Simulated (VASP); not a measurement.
# InP (I-4m2) in VASP: further runs

The runs below take InP through single point, with r2SCAN.

Program: VASP 6.6.1. These are calculated values, not measurements. Logs are shortened: lines on timing, memory, paths and dates and some standing lists are left out, and cuts for length are marked.

### Step 1. The cell of the first run

Symmetry: I-4m2, No. 119, tetragonal system. Conventional cell: a = 4.611 Å, b = 4.611 Å, c = 5.861 Å, α = 90.00°, β = 90.00°, γ = 90.00°. Within 3.6 Å of In (site symmetry -4m2) lie 4 P at 2.73 Å. Within 3.6 Å of P (site symmetry -4m2) lie 4 In at 2.73 Å.

### Step 2. Single point, r2SCAN (strain +0.1125 x Voigt [1, 1, 0, 0, 0, 0])

POSCAR

```
InP
1.0
    0.0000000000      3.2601812500      2.9305000000
    3.2601812500      0.0000000000      2.9305000000
    3.2601812500      3.2601812500      0.0000000000
In P
1 1
Direct
    0.0000000000      0.0000000000      0.0000000000
    0.7500000000      0.7500000000      0.7500000000
```

INCAR.step1

```
SYSTEM = InP
PREC = Accurate
ENCUT = 520
ISMEAR = 0
SIGMA = 0.05
LREAL = .False.
LASPH = .True.
NELM = 80
NBANDS = 16
GGA = PE
ALGO = Normal
EDIFF = 1E-4
LWAVE = .True.
LCHARG = .False.
```

INCAR.step2

```
SYSTEM = InP
PREC = Accurate
ENCUT = 520
EDIFF = 1E-6
ISMEAR = 0
SIGMA = 0.05
LREAL = .False.
LASPH = .True.
NELM = 80
ALGO = Normal
ISIF = 2
LWAVE = .False.
LCHARG = .False.
METAGGA = R2SCAN
LMIXTAU = .True.
NBANDS = 16
ISTART = 1
```

KPOINTS

```
Automatic mesh
0
Gamma
  8 8 8
  0 0 0
```

Potentials or basis: VASP PAW PBE potentials, release 64 (In_d, P).

Started as:

```bash
$ cat potpaw_PBE.64/In_d/POTCAR potpaw_PBE.64/P/POTCAR > POTCAR
$ cp INCAR.step1 INCAR
$ mpirun -np 1 vasp_std > vasp.out
$ cp INCAR.step2 INCAR
$ mpirun -np 1 vasp_std > vasp.out
```

OUTCAR:

```text
SYSTEM = InP
   PREC = Accurate
   ENCUT = 520
   EDIFF = 1E-6
   ISMEAR = 0
   LREAL = .False.
   LASPH = .True.
   NELM = 80
   ISIF = 2
   METAGGA = R2SCAN
   ISTART = 1

 ion  position               nearest neighbor table
   1  0.000  0.000  0.000-   2 2.73   2 2.73   2 2.73   2 2.73
   2  0.750  0.750  0.750-   1 2.73   1 2.73   1 2.73   1 2.73

  LATTYP: Found a body centered tetragonal cell.
 ALAT       =     4.6105925395
 C/A-ratio  =     1.2712032021

  Lattice vectors:

 A1 = (   0.0000000000,  -3.2601812500,  -2.9305000000)
 A2 = (   0.0000000000,   3.2601812500,  -2.9305000000)
 A3 = (   3.2601812500,   0.0000000000,   2.9305000000)

Analysis of symmetry for initial positions (statically):
=====================================================================
 Subroutine PRICEL returns:
 Original cell was already a primitive cell.

 Routine SETGRP: Setting up the symmetry group for a
 body centered tetragonal supercell.

 Subroutine GETGRP returns: Found  8 space group operations
 (whereof  8 operations were pure point group operations)
 out of a pool of 16 trial point group operations.

The static configuration has the point symmetry D_2d.

Analysis of symmetry for dynamics (positions and initial velocities):
=====================================================================
 Subroutine PRICEL returns:
 Original cell was already a primitive cell.

 Routine SETGRP: Setting up the symmetry group for a
 body centered tetragonal supercell.

 Subroutine GETGRP returns: Found  8 space group operations
 (whereof  8 operations were pure point group operations)
 out of a pool of 16 trial point group operations.

The dynamic configuration has the point symmetry D_2d.

 Subroutine INISYM returns: Found  8 space group operations
 (whereof  8 operations are pure point group operations),
 and found     1 'primitive' translations

----------------------------------------------------------------------------------------

                                     Primitive cell

  volume of cell :      62.2953

  direct lattice vectors                    reciprocal lattice vectors
     0.000000000  3.260181250  2.930500000    -0.153365706  0.153365706  0.170619348
     3.260181250  0.000000000  2.930500000     0.153365706 -0.153365706  0.170619348
     3.260181250  3.260181250  0.000000000     0.153365706  0.153365706 -0.170619348

  length of vectors
     4.383675630  4.383675630  4.610592540     0.275958406  0.275958406  0.275958406

[... 81 lines left out ...]
   LREAL  =      F    real-space projection
   EDIFFG = 0.1E-04   stopping-criterion for IOM
   NSW    =      0    number of steps for IOM
   IBRION =     -1    ionic relax: 0-MD 1-quasi-New 2-CG
   NFREE  =      0    steps in history (QN), initial steepest desc. (CG)
   ISIF   =      2    stress and relaxation
   ISYM   =      2    0-nonsym 1-usesym 2-fastsym
   POTIM  = 0.5000    time-step for ionic-motion
   TEBEG  =    0.0;   TEEND  =   0.0 temperature during run
   PSTRESS=    0.0 pullay stress
   NELECT =      18.0000    total number of electrons
   NUPDOWN=      -1.0000    fix difference up-down
   EMIN   =  10.00;   EMAX   =-10.00  energy-range for DOS
   EFERMI =   0.00;   METHOD = LEGACY
   ISMEAR =     0;   SIGMA  =   0.05  broadening in eV -4-tet -1-fermi 0-gaus
   EFERMI_NEDOS =   21; number of points for ismear=-14 and -15
   IALGO  =     38    algorithm
   IMIX   =      4    mixing-type and parameters
     AMIX     =   0.40;   BMIX     =  1.00
     AMIX_MAG =   1.60;   BMIX_MAG =  1.00
  volume/ion in A,a.u.               =      31.15       210.19
  Fermi-wavevector in a.u.,A,eV,Ry     =   1.082299  2.045249 15.937472  1.171371
  Thomas-Fermi vector in A             =   2.218337
   LORBIT       =      0    0 simple, 1 ext, 2 COOP (PROOUT), +10 PAW based schemes
   METAGGA = R2SCAN    functional components
   LHFCALC =     F    Hartree Fock is set to
   AEXX    =    0.0000 exact exchange contribution
   IVDW    =     0    specifies the selected vdW correction
   LEPSILON=     F    determine dielectric tensor
   LRPA    =     F    only Hartree local field effects (RPA)
 non-spin polarized calculation
 Gauss-broadening in eV      SIGMA  =   0.05
  energy-cutoff  :      520.00
  volume of cell :       62.30
 maximum number of plane-waves:      1692
 NGX is ok and might be reduce to    36
   NGX = 17   NGY = 17   NGZ = 17

 number of electron      18.0000001 magnetization

 Free energy of the ion-electron system (eV)
  ---------------------------------------------------
  ext. energy  EPLUGINS =         0.00000000
  ---------------------------------------------------
  free energy    TOTEN  =       -31.90175280 eV

  energy without entropy =      -31.90175142  energy(sigma->0) =      -31.90175211

 E-fermi :   3.0816     XC(G=0):  -8.9295

 val. band max:        2.9552104544   @ k =   0.1250   0.0000   0.0000
 cond. band min:       3.1871592881   @ k =   0.0000   0.0000   0.0000
 fundamental gap:      0.2319488337
 Fermi energy:         3.0815539281

 k-point     1 :       0.0000    0.0000    0.0000
  band No.  band energies     occupation
      1     -11.4914      2.00000
      2     -11.4914      2.00000
      3     -11.4549      2.00000
      4     -11.4112      2.00000
      5     -11.3782      2.00000
      6      -7.7513      2.00000
[... 433 lines left out ...]
      3     -11.4456      2.00000
      4     -11.4094      2.00000
      5     -11.3729      2.00000
      6      -6.8800      2.00000
[... 8 lines left out ...]
     15      12.4839      0.00000
     16      13.4873      0.00000

 [... further k-points ...]

------------------------ aborting loop because EDIFF is reached ----------------------------------------

  FORCE on cell =-STRESS in cart. coord.  units (eV):
  Direction    XX          YY          ZZ          XY          YZ          ZX
  --------------------------------------------------------------------------------------
  -------------------------------------------------------------------------------------
  Total       -3.8082071     -3.8082071     -2.2492315      0.0000000      0.0000000     -0.0000000
  in kB      -97.9435685    -97.9435685    -57.8481559      0.0000000      0.0000000     -0.0000000
  external PRESSURE =     -84.5784310 kB  Pullay stress =       0.0000000 kB

 VOLUME and BASIS-vectors are now :
 -----------------------------------------------------------------------------
  energy-cutoff  :      520.00
  volume of cell :       62.30
      direct lattice vectors                 reciprocal lattice vectors
     0.000000000  3.260181250  2.930500000    -0.153365706  0.153365706  0.170619348
     3.260181250  0.000000000  2.930500000     0.153365706 -0.153365706  0.170619348
     3.260181250  3.260181250  0.000000000     0.153365706  0.153365706 -0.170619348

 POSITION                                       TOTAL-FORCE (eV/Angst)
 -----------------------------------------------------------------------------------
      0.00000      0.00000      0.00000         0.000000      0.000000      0.000000
      4.89027      4.89027      4.39575        -0.000000     -0.000000     -0.000000
 -----------------------------------------------------------------------------------
    total drift:                               -0.000006     -0.000006      0.000017

  FREE ENERGIE OF THE ION-ELECTRON SYSTEM (eV)
  ---------------------------------------------------
  free  energy   TOTEN  =       -31.9017528047 eV

  energy  without entropy=      -31.9017514249  energy(sigma->0) =      -31.90175211
```

OSZICAR.step1:

```text
N       E                     dE             d eps       ncg     rms          rms(c)
DAV:   1     0.112322058735E+03    0.11232E+03   -0.82447E+03  1904   0.118E+03
DAV:   2    -0.188707922274E+00   -0.11251E+03   -0.10791E+03  2040   0.291E+02
DAV:   3    -0.824751929395E+01   -0.80588E+01   -0.80101E+01  2520   0.761E+01
DAV:   4    -0.847290938061E+01   -0.22539E+00   -0.22532E+00  2400   0.144E+01
DAV:   5    -0.848242278438E+01   -0.95134E-02   -0.95132E-02  2952   0.246E+00    0.408E+00
DAV:   6    -0.813801803511E+01    0.34440E+00   -0.63266E-01  3008   0.103E+01    0.242E+00
DAV:   7    -0.812711371560E+01    0.10904E-01   -0.10383E-01  2560   0.202E+00    0.103E+00
DAV:   8    -0.812833593468E+01   -0.12222E-02   -0.93082E-03  2312   0.102E+00    0.151E-01
DAV:   9    -0.812907810223E+01   -0.74217E-03   -0.13438E-03  2464   0.389E-01    0.132E-01
DAV:  10    -0.812918158059E+01   -0.10348E-03   -0.10387E-04  1960   0.842E-02    0.615E-02
DAV:  11    -0.812927490701E+01   -0.93326E-04   -0.15126E-04  2216   0.120E-01
   1 F= -.81292749E+01 E0= -.81292740E+01  d E =-.178969E-05
```

Run time: 2.5 min. Hardware: 1 thread of Intel Xeon Platinum 8259CL at 2.50GHz (Skylake/Cascade Lake), shared host; peak memory 0.24 GiB.

Results:

```yaml
Free_energy: -31.9018 eV
Pressure: -8.5 GPa
Band_gap_on_the_k_mesh: 0.23 eV (least direct gap 0.37 eV)
```

Stress tensor (GPa, compression positive):
```
-9.79  0.00  0.00
 0.00 -9.79  0.00
 0.00  0.00 -5.78
```

Levels at points of the mesh, in eV from the valence-band top:
| k point | band 5 | band 6 | band 7 | band 8 | band 9 | band 10 | band 11 | band 12 | band 13 | band 14 |
| --- | --- | --- | --- | --- | --- | --- | --- | --- | --- | --- |
| (0.00, 0.00, 0.00) | -14.33 | -10.71 | -0.14 | -0.14 | -0.14 | 0.23 | 4.24 | 4.47 | 4.47 | 8.04 |
| (0.50, 0.00, 0.00) | -14.32 | -9.53 | -4.89 | -1.00 | -0.48 | 1.17 | 4.77 | 5.41 | 6.93 | 8.99 |
| (0.50, 0.50, 0.00) | -14.31 | -8.94 | -4.70 | -2.09 | -2.09 | 1.82 | 2.02 | 8.76 | 8.76 | 9.05 |
| (0.50, 0.00, 0.50) | -14.33 | -9.17 | -5.21 | -1.60 | -1.57 | 2.43 | 2.68 | 8.17 | 8.25 | 8.77 |

Caveat: the cell differs from its parent crystal (strain +0.1125 x Voigt [1, 1, 0, 0, 0, 0]); the cell stands under tension; semilocal functionals underestimate gaps, and a narrow one can read as zero; the PAW data sets were made with another functional, which shifts forces and pressure a little; spin-orbit coupling is left out, which moves the levels of the heavy elements.

### Step 3. Single point, r2SCAN (strain +0.1312 x Voigt [1, 1, 0, 0, 0, 0])

POSCAR

```
InP
1.0
    0.0000000000      3.3149816000      2.9305000000
    3.3149816000      0.0000000000      2.9305000000
    3.3149816000      3.3149816000      0.0000000000
In P
1 1
Direct
    0.0000000000      0.0000000000      0.0000000000
    0.7500000000      0.7500000000      0.7500000000
```

INCAR.step1

```
SYSTEM = InP
PREC     = Accurate       ! precision mode
ENCUT    = 520            ! plane-wave cutoff, eV
ISMEAR   = 0              ! smearing method
SIGMA    = 0.05           ! smearing width, eV
LREAL    = .False.        ! projectors in reciprocal space
LASPH    = .True.         ! aspherical terms in the spheres
NELM     = 80             ! most SCF steps
NBANDS   = 16             ! bands
GGA      = PE             ! functional
ALGO     = Normal         ! electronic algorithm
EDIFF    = 1E-4           ! SCF threshold, eV
LWAVE    = .True.         ! write WAVECAR
LCHARG   = .False.        ! write CHGCAR
```

INCAR.step2

```
SYSTEM = InP
PREC     = Accurate       ! precision mode
ENCUT    = 520            ! plane-wave cutoff, eV
EDIFF    = 1E-6           ! SCF threshold, eV
ISMEAR   = 0              ! smearing method
SIGMA    = 0.05           ! smearing width, eV
LREAL    = .False.        ! projectors in reciprocal space
LASPH    = .True.         ! aspherical terms in the spheres
NELM     = 80             ! most SCF steps
ALGO     = Normal         ! electronic algorithm
ISIF     = 2              ! what is computed and relaxed
LWAVE    = .False.        ! write WAVECAR
LCHARG   = .False.        ! write CHGCAR
METAGGA  = R2SCAN         ! meta-GGA
LMIXTAU  = .True.       
NBANDS   = 16             ! bands
ISTART   = 1
```

KPOINTS is that of step 2.

Potentials or basis: VASP PAW PBE potentials, release 64 (In_d, P).

Started as:

```bash
$ cat potpaw_PBE.64/In_d/POTCAR potpaw_PBE.64/P/POTCAR > POTCAR
$ cp INCAR.step1 INCAR
$ mpirun -np 1 vasp_std > vasp.out
$ cp INCAR.step2 INCAR
$ mpirun -np 1 vasp_std > vasp.out
```

It took 2.5 min on 1 thread of Intel Xeon Platinum 8259CL at 2.50GHz (Skylake/Cascade Lake), shared host; peak memory 0.25 GiB.

It converged, with:

```yaml
Free_energy: -31.7677 eV
Pressure: -9.2 GPa
Band_gap_on_the_k_mesh: 0.24 eV (least direct gap 0.41 eV)
```

Stress tensor (GPa, compression positive):
```
-10.65   0.00   0.00
  0.00 -10.65   0.00
  0.00   0.00  -6.19
```

Levels at points of the mesh, in eV from the valence-band top:
| k point | band 7 | band 8 | band 9 | band 10 | band 11 | band 12 |
| --- | --- | --- | --- | --- | --- | --- |
| (0.00, 0.00, 0.00) | -0.36 | -0.17 | -0.17 | 0.24 | 4.19 | 4.45 |
| (0.50, 0.00, 0.00) | -4.78 | -1.01 | -0.44 | 1.05 | 4.70 | 5.39 |
| (0.50, 0.50, 0.00) | -4.57 | -2.05 | -2.05 | 1.70 | 2.02 | 8.51 |
| (0.50, 0.00, 0.50) | -5.14 | -1.50 | -1.47 | 2.46 | 2.65 | 7.92 |

Caveat: the cell differs from its parent crystal (strain +0.1312 x Voigt [1, 1, 0, 0, 0, 0]); the cell stands under tension; semilocal functionals underestimate gaps, and a narrow one can read as zero; the PAW data sets were made with another functional, which shifts forces and pressure a little; spin-orbit coupling is left out, which moves the levels of the heavy elements.

### Step 4. Single point, r2SCAN (strain +0.1500 x Voigt [1, 1, 0, 0, 0, 0])

POSCAR

```
InP
1.0
    0.0000000000      3.3700750000      2.9305000000
    3.3700750000      0.0000000000      2.9305000000
    3.3700750000      3.3700750000      0.0000000000
In P
1 1
Direct
    0.0000000000      0.0000000000      0.0000000000
    0.7500000000      0.7500000000      0.7500000000
```

INCAR.step1

```
SYSTEM = InP
PREC = Accurate
ENCUT = 520
ISMEAR = 0
SIGMA = 0.05
LREAL = .False.
LASPH = .True.
NELM = 80
NBANDS = 16
GGA = PE
ALGO = Normal
EDIFF = 1E-4
LWAVE = .True.
LCHARG = .False.
```

INCAR.step2

```
SYSTEM = InP
PREC = Accurate
ENCUT = 520
EDIFF = 1E-7
ISMEAR = 0
SIGMA = 0.05
LREAL = .False.
LASPH = .True.
NELM = 80
ALGO = Normal
ISIF = 2
LWAVE = .False.
LCHARG = .True.
METAGGA = R2SCAN
LMIXTAU = .True.
LELF = .True.
LVHAR = .True.
NBANDS = 16
ISTART = 1
```

KPOINTS

```
regular mesh
0
Gamma
  8 8 8
  0 0 0
```

Started as:

```bash
$ cat potpaw_PBE.64/In_d/POTCAR potpaw_PBE.64/P/POTCAR > POTCAR
$ cp INCAR.step1 INCAR
$ mpirun -np 1 vasp_std > vasp.out
$ cp INCAR.step2 INCAR
$ mpirun -np 1 vasp_std > vasp.out
```

Wall time 3.7 min (1 thread of Intel Xeon Platinum 8259CL at 2.50GHz (Skylake/Cascade Lake), shared host); peak memory 0.25 GiB.

The run converged. Its results:

```
Free energy            : -31.6206 eV
Pressure               : -9.7 GPa
Band gap on the k mesh : 0.25 eV (least direct gap 0.44 eV)
```

Stress tensor (GPa, compression positive):
```
-11.28   0.00   0.00
  0.00 -11.28   0.00
  0.00   0.00  -6.43
```

Levels at points of the mesh, in eV from the valence-band top:
```tsv
k point	band 6	band 7	band 8	band 9	band 10	band 11	band 12	band 13
(0.00, 0.00, 0.00)	-10.41	-0.57	-0.20	-0.20	0.25	4.14	4.44	4.44
(0.50, 0.00, 0.00)	-9.39	-4.67	-1.01	-0.39	0.93	4.64	5.36	6.63
(0.50, 0.50, 0.00)	-8.85	-4.44	-2.01	-2.01	1.58	2.03	8.27	8.27
(0.50, 0.00, 0.50)	-9.10	-5.06	-1.41	-1.38	2.49	2.62	7.61	7.70
```

Caveat: the cell differs from its parent crystal (strain +0.1500 x Voigt [1, 1, 0, 0, 0, 0]); the cell stands under tension; semilocal functionals underestimate gaps, and a narrow one can read as zero; the PAW data sets were made with another functional, which shifts forces and pressure a little; spin-orbit coupling is left out, which moves the levels of the heavy elements.

### Step 5. The runs side by side

| cell | gap on the mesh (eV) | pressure (GPa) |
| --- | --- | --- |
| a = 4.384, b = 4.384, c = 4.611 Å, angles 58.3, 58.3, 63.5°, 2 atoms | 0.23 | -8.5 |
| a = 4.425, b = 4.425, c = 4.688 Å, angles 58.0, 58.0, 64.0°, 2 atoms | 0.24 | -9.2 |
| a = 4.466, b = 4.466, c = 4.766 Å, angles 57.8, 57.8, 64.5°, 2 atoms | 0.25 | -9.7 |

Alike in all rows: task single point; level r2SCAN; potentials or basis VASP PAW PBE potentials, release 64 (In_d, P); no spin polarisation; k mesh 8 × 8 × 8; cutoff (eV) 520; smearing gaussian 0.05 eV.

Caveats: the cell stands under tension; semilocal functionals underestimate gaps, and a narrow one can read as zero; the PAW data sets were made with another functional, which shifts forces and pressure a little; spin-orbit coupling is left out, which moves the levels of the heavy elements.

Total energies depend on the potentials used, so only differences within one code and one set of settings carry meaning.
